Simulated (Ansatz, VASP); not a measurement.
One calculation of NaCl, two programs

INCAR

```
SYSTEM = NaCl
PREC = Accurate
ENCUT = 520
EDIFF = 1E-7
ISMEAR = 0
SIGMA = 0.02
LREAL = .False.
LASPH = .True.
NELM = 80
ALGO = Normal
ISIF = 2
LWAVE = .False.
LCHARG = .True.
GGA = PS
LELF = .True.
LVHAR = .True.
NBANDS = 14
```

File KPOINTS:

```
regular mesh
0
Gamma
  8 8 8
  0 0 0
```

File POSCAR:

```
NaCl
1.0
   -0.0056068650      2.7696497225      2.7591722475
    2.7287875700      0.0322536325      2.7213117500
    2.7798157050      2.7828173600     -0.0187745025
Na Cl
1 1
Direct
    0.0129707778     -0.0404696742      0.0313798888
    0.4870292222      0.5404696742      0.4686201112
```

Input for Ansatz:

```yaml
crystal:
  lattice:
    - [-0.005606865, 2.7696497225, 2.7591722475]
    - [2.72878757, 0.0322536325, 2.72131175]
    - [2.779815705, 2.78281736, -0.0187745025]
  atoms:
    - { symbol: Na, position: [0.0129707778, -0.0404696742, 0.0313798888] }
    - { symbol: Cl, position: [0.4870292222, 0.5404696742, 0.4686201112] }
basis:
  ecutwfc: 420
kpoints:
  mp_grid: { grid: [8, 8, 8] }
hamiltonian:
  xc: pbesol
scf:
  occupations: { method: gaussian, width: 0.02 }
output:
  forces: true
  stress: true
  eigenvalues: true
```

Change from the starting cell: all atoms moved at random, cell strained at random.

Alike in both runs: task single point; functional PBEsol; k mesh 8 × 8 × 8; occupations gaussian, width 0.02 eV; no spin polarisation.

|  | VASP | Ansatz |
| --- | --- | --- |
| version | VASP 6.6.1 | Ansatz 0.2.0 |
| potentials or method | VASP PAW PBE potentials, release 64 (Na_pv, Cl), cutoff 520 eV | scalar-relativistic, plane waves, PAW |
| valence electrons in the cell | 14 | 16 |

|  | VASP | Ansatz | Ansatz less VASP |
| --- | --- | --- | --- |
| gap on the k mesh at the Fermi level (eV) | 5.14 | 5.14 | +0.004 |
| least direct gap on the mesh (eV) | 5.14 | 5.14 | +0.004 |
| pressure (GPa) | 2.6 | 2.6 | -0.05 |
| traceless stress, the component that is largest in VASP (GPa) | 1.59 | 1.56 | -0.030 |
| rms of the force components (eV/Å) | 0.338 | 0.331 | -0.0061 |

VASP's potentials were made for PBE, not for PBEsol. Atom by atom the forces differ by 0.006 eV/Å (rms over components). With one functional, cell and mesh, what is left measures potentials, basis and numerics. VASP's potentials hold 14 valence electrons a cell and Ansatz's 16, so a difference there can come from the potentials and not from the codes.
